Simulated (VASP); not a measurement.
Input of a VASP 6.6.1 run:

The input INCAR:

```
PREC = Accurate
ENCUT = 520
EDIFF = 1E-6
ISMEAR = 0
SIGMA = 0.1
LREAL = False
LASPH = True
NELM = 60
ALGO = Normal
ISIF = 2
LWAVE = False
LCHARG = True
GGA = PE
LELF = True
LVHAR = True
NBANDS = 16
```

KPOINTS

```
regular mesh
0
Gamma
  12 12 10
```

Contents of POSCAR:

```
SbTeI
1.0
    5.1433141969      0.0000000000      0.0000000000
   -2.5716570985      4.4542407542      0.0000000000
    0.0000000000      0.0000000000      4.8947843014
Sb Te I
1 1 1
Direct
    0.0000000000      0.0000000000      0.5000000000
    0.3333333333      0.6666666667      0.5000000000
    0.6666666667      0.3333333333      0.0000000000
```

Potentials or basis: VASP PAW PBE potentials, release 64 (Sb, Te, I).

Command:

```console
$ cat potpaw_PBE.64/Sb/POTCAR potpaw_PBE.64/Te/POTCAR potpaw_PBE.64/I/POTCAR > POTCAR
$ mpirun -np 1 vasp_std > vasp.out
```

Task: What does it give for the pressure?

Result: -0.1 GPa.

Task: What does it give for the band gap on the k mesh?

Result: Zero (band 9 reaches 4.67 eV, above the bottom of band 10 at 4.41 eV).

Caveat: spin-orbit coupling is left out, which moves the levels of the heavy elements.
